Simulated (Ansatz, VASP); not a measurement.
CrO2: VASP beside Ansatz

File INCAR:

```
SYSTEM = CrO2
  PREC = Accurate
  ENCUT = 520
  EDIFF = 1E-6
  ISMEAR = -1
  SIGMA = 0.05
  LREAL = .False.
  LASPH = .True.
  NELM = 150
  ALGO = Normal
  ISIF = 2
  LWAVE = .False.
  LCHARG = .False.
  ISPIN = 2
  MAGMOM = 3 3 0 0 0 0
  LORBIT = 11
  LMAXMIX = 4
  GGA = PE
  NBANDS = 37
```

KPOINTS

```
regular mesh
0
Gamma
  6 6 9
  0 0 0
```

The input POSCAR:

```
CrO2
1.0
    4.4502789990      0.0000000000      0.0000000000
    0.0000000000      4.4502789990      0.0000000000
    0.0000000000      0.0000000000      2.9363184438
Cr O
2 4
Direct
    0.5000000000      0.5000000000      0.5000000000
    0.0000000000      0.0000000000      0.0000000000
    0.8010000000      0.1990000000      0.5000000000
    0.6990000000      0.6990000000      0.0000000000
    0.1990000000      0.8010000000      0.5000000000
    0.3010000000      0.3010000000      0.0000000000
```

The input input.yaml:

```yaml
crystal:
  lattice:
    - [4.450278999, 0.0, 0.0]
    - [0.0, 4.450278999, 0.0]
    - [0.0, 0.0, 2.9363184438]
  atoms:
    - { symbol: Cr, position: [0.5, 0.5, 0.5], spin: 3.0 }
    - { symbol: Cr, position: [0.0, 0.0, 0.0], spin: 3.0 }
    - { symbol: O, position: [0.801, 0.199, 0.5] }
    - { symbol: O, position: [0.699, 0.699, 0.0] }
    - { symbol: O, position: [0.199, 0.801, 0.5] }
    - { symbol: O, position: [0.301, 0.301, 0.0] }
hamiltonian:
  xc: pbe
  pseudopotentials: { kind: paw }
magnetization:
  spin_polarized: true
kpoints:
  mp_grid: { grid: [6, 6, 9] }
scf:
  occupations: { method: fermi_dirac, width: 0.05 }
output:
  forces: true
  stress: true
  eigenvalues: true
```

Alike in both runs: task single point; functional PBE; k mesh 6 × 6 × 9; occupations fermi-dirac, width 0.05 eV; collinear spin.

|  | VASP | Ansatz |
| --- | --- | --- |
| version | VASP 6.6.1 | Ansatz 0.2.0 |
| potentials or method | VASP PAW PBE potentials, release 64 (Cr_pv, O) | Ansatz PAW |
| plane-wave cutoff (eV) | 520 | 420 |
| valence electrons in the cell | 48 | 52 |

VASP gave:

| Item | Value |
| --- | --- |
| gap on the k mesh at the Fermi level (eV) | none |
| pressure (GPa) | -1.9 |
| traceless stress, the component that is largest in VASP (GPa) | -0.99 |
| rms of the force components (eV/Å) | 0.140 |
| net moment per atom (μB) | 0.67 |
| size of the moment on the site where the two differ most (μB) | 2.11 |

**Question.** Estimate Ansatz's values.

**Answer.** gap on the k mesh at the Fermi level (eV): none; pressure (GPa): -2.4; traceless stress, the component that is largest in VASP (GPa): -1.11; rms of the force components (eV/Å): 0.147; net moment per atom (μB): 0.67; size of the moment on the site where the two differ most (μB): 1.75.

Site moments also hang on the region over which each program counts them. Atom by atom the forces differ by 0.007 eV/Å (rms over components). A gap of «none» marks a metal or a gap that the smearing closes. VASP's potentials hold 48 valence electrons a cell and Ansatz's 52, so a difference there can come from the potentials and not from the codes.
